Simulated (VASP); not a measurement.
Runs of VASP 6.6.1 on CaBiCl3. The structure is that of space group Pm-3m (No. 221), or close to it. The cells are those of the table. 

| task | cell | k mesh | cutoff (eV) | gap on the mesh (eV) | pressure (GPa) | relaxed volume (Å³/atom) |
| --- | --- | --- | --- | --- | --- | --- |
| relaxation of cell and atoms | relaxed from a = 5.632 Å, 5 atoms | 8 × 8 × 8 | 600 | none | 0.0 | 36.13 |
| single point | a = 5.632 Å, 5 atoms | 4 × 4 × 4 | 520 | none | 0.1 | - |
| relaxation of cell and atoms | relaxed from a = 5.060 Å, 5 atoms | 4 × 4 × 4 | 600 | none | 0.0 | (a) |
| single point | a = 5.060 Å, 5 atoms | 4 × 4 × 4 | 520 | none | 17.7 | - |
| single point | a = 5.653 Å, 5 atoms | 8 × 8 × 8 | 520 | none | 0.0 | - |

Alike in all rows: level PBE; potentials or basis VASP PAW PBE potentials, release 64 (Ca_sv, Bi_d, Cl); no spin polarisation; smearing gaussian 0.1 eV.

Task: Estimate the missing entries.

Result: (a) 35.90.

Caveats: spin-orbit coupling is left out, which moves the levels of the heavy elements; the volume moved by over 15 % at a fixed basis, so the end points are rough (at least some runs); the cell stands under pressure (at least some runs).

A k mesh can miss the band edges, and the runs leave out spin-orbit coupling on Bi.

A gap of «none» marks levels without a gap at the run's occupations.
